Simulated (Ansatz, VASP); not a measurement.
## Two plane-wave programs on MoS2

```
Mo S
1.0
     3.14799   -1.92978    0.00000
     3.14799    1.92978    0.00000
    -0.00310    0.00000    4.43933
Mo S
1 2
Cartesian
  0.0000 0.0000 0.0000
  4.3301 0.0000 1.2825
  1.9628 0.0000 3.1568
```

Alike in both runs: task single point; functional PBEsol; k mesh 6 × 6 × 4; occupations gaussian, width 0.05 eV; collinear spin; Hubbard terms Mo d U = 3.0 eV.

```csv
,VASP,Ansatz
version,VASP 6.6.1,Ansatz 0.2.0
potentials or method,"VASP PAW PBE potentials, release 64 (Mo_sv, S)",Ansatz PAW
plane-wave cutoff (eV),520,420
valence electrons in the cell,26,26
```

```tsv
	VASP	Ansatz	Ansatz less VASP
gap on the k mesh at the Fermi level (eV)	none	none	-
pressure (GPa)	1.1	1.4	+0.25
traceless stress, the component that is largest in VASP (GPa)	11.60	9.90	-1.703
rms of the force components (eV/Å)	0.654	0.635	-0.0193
net moment per atom (μB)	0.71	0.76	+0.050
size of the moment on the site where the two differ most (μB)	2.22	1.77	-0.451
```

VASP's potentials were made for PBE, not for PBEsol. Site moments also hang on the region over which each program counts them. The programs project onto different local orbitals, so the same U acts differently, and such runs can settle in different states. Atom by atom the forces differ by 0.025 eV/Å (rms over components). A gap of «none» marks a metal or a gap that the smearing closes.

Noted on Ansatz's run: the magnetic or orbital state may not be the lowest.
